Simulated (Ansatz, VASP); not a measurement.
## Ba in VASP and in Ansatz

```xyz
1
Lattice="0.0000 3.2857 3.2857 3.2857 0.0000 3.2857 3.2857 3.2857 0.0000" Properties=species:S:1:pos:R:3 pbc="T T T"
Ba    0.0000    0.0000    0.0000
```

Change from the starting cell: volume scaled by 1.05, PAW files.

Alike in both runs: task electric field gradients; functional r2SCAN; k mesh 9 × 9 × 9; occupations fermi-dirac, width 0.05 eV; no spin polarisation.

|  | VASP | Ansatz |
| --- | --- | --- |
| version | VASP 6.6.1 | Ansatz 0.2.0 |
| potentials or method | VASP PAW PBE potentials, release 64 (Ba_sv) | PAW with Ansatz's default frozen-core files, scalar-relativistic |
| plane-wave cutoff (eV) | 440 | 500 |
| valence electrons in the cell | 10 | 10 |

```csv
,VASP,Ansatz,Ansatz less VASP
pressure (GPa),-0.4,-0.4,-0.03
```

VASP's potentials were made for PBE, not for r2SCAN.

Spin-orbit coupling is off throughout.
